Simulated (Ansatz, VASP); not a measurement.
## Bi: VASP beside Ansatz

```
CELL_PARAMETERS angstrom
0.00000 2.12222 2.12222
2.12222 0.00000 2.12222
2.12222 2.12222 0.00000
ATOMIC_POSITIONS crystal
Bi 0.00000 0.00000 0.00000
```

Change from the starting cell: volume scaled by 0.6, PAW files.

Alike in both runs: task single point; functional PBE; k mesh 14 × 14 × 14; occupations fermi-dirac, width 0.05 eV; no spin polarisation.

```csv
,VASP,Ansatz
version,VASP 6.6.1,Ansatz 0.2.0
potentials or method,"VASP PAW PBE potentials, release 64 (Bi_d)","PAW with Ansatz's default frozen-core files, scalar-relativistic"
plane-wave cutoff (eV),520,420
valence electrons in the cell,15,15
```

|  | VASP | Ansatz | Ansatz less VASP |
| --- | --- | --- | --- |
| pressure (GPa) | 85.2 | 85.2 | +0.07 |

Both programs put the cell under a high pressure, so it lies far from rest at this level. With one functional, cell and mesh, what is left measures potentials, basis and numerics.

Spin-orbit coupling is off throughout. Noted on VASP's run: the cell as given lies far from equilibrium.
